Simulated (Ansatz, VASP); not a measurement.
**Two plane-wave programs on B**

```xyz
1
Lattice="1.8839 0.0000 0.0000 0.0000 1.8839 0.0000 0.0000 0.0000 1.8839" Properties=species:S:1:pos:R:3 pbc="T T T"
B     0.0000    0.0000    0.0000
```

Alike in both runs: functional PBE; k mesh 16 × 16 × 16; occupations fermi-dirac, width 0.1 eV; no spin polarisation.

Ansatz relaxed the structure, and its values are those at the end. VASP's run is a single point on that final structure, the one shown.

```csv
,VASP,Ansatz
version,VASP 6.6.1,Ansatz 0.2.0
potentials or method,"VASP PAW PBE potentials, release 64 (B), cutoff 520 eV","plane waves (420 eV) with PAW, scalar-relativistic"
valence electrons in the cell,3,3
```

|  | VASP | Ansatz | Ansatz less VASP |
| --- | --- | --- | --- |
| pressure (GPa) | 0.0 | 0.0 | -0.05 |
